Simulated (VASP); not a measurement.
A run of VASP 6.6.1 is set up as follows.

The input INCAR:

```
PREC     = Accurate       # precision mode
ENCUT    = 520            # plane-wave cutoff, eV
EDIFF    = 1E-7           # SCF threshold, eV
ISMEAR   = 0              # smearing method
SIGMA    = 0.02           # smearing width, eV
LREAL    = False          # projectors in reciprocal space
LASPH    = True           # aspherical terms in the spheres
NELM     = 80             # most SCF steps
ALGO     = Normal         # electronic algorithm
ISIF     = 2              # what is computed and relaxed
LWAVE    = False          # write WAVECAR
LCHARG   = False          # write CHGCAR
GGA      = CA             # functional
NBANDS   = 35             # bands
```

The input KPOINTS:

```
Automatic mesh
0
Gamma
  12 12 2
```

Contents of POSCAR:

```
MoS2
1.0
    3.1221952283      0.0000000028      0.0000000000
   -1.5610976166      2.7039003819      0.0000000000
    0.0000000000      0.0000000000     12.0794414733
Mo S
2 4
Direct
    0.6666666667      0.3333333333      0.2500000000
    0.3333333333      0.6666666667      0.7500000000
    0.6666666667      0.3333333333      0.6213370735
    0.3333333333      0.6666666667      0.3786629265
    0.6666666667      0.3333333333      0.8786629265
    0.3333333333      0.6666666667      0.1213370735
```

Potentials or basis: VASP PAW LDA potentials, release 64 (Mo_sv, S).

Command:

```sh
$ cat potpaw_LDA.64/Mo_sv/POTCAR potpaw_LDA.64/S/POTCAR > POTCAR
$ mpirun -np 1 vasp_std > vasp.out
```

(1) Estimate the pressure.

(2) Predict the band gap on the k mesh.

(3) Estimate the largest force.

Answers

(1) 0.1 GPa.

(2) 0.74 eV (least direct gap 1.77 eV).

(3) 0.016 eV/Å.
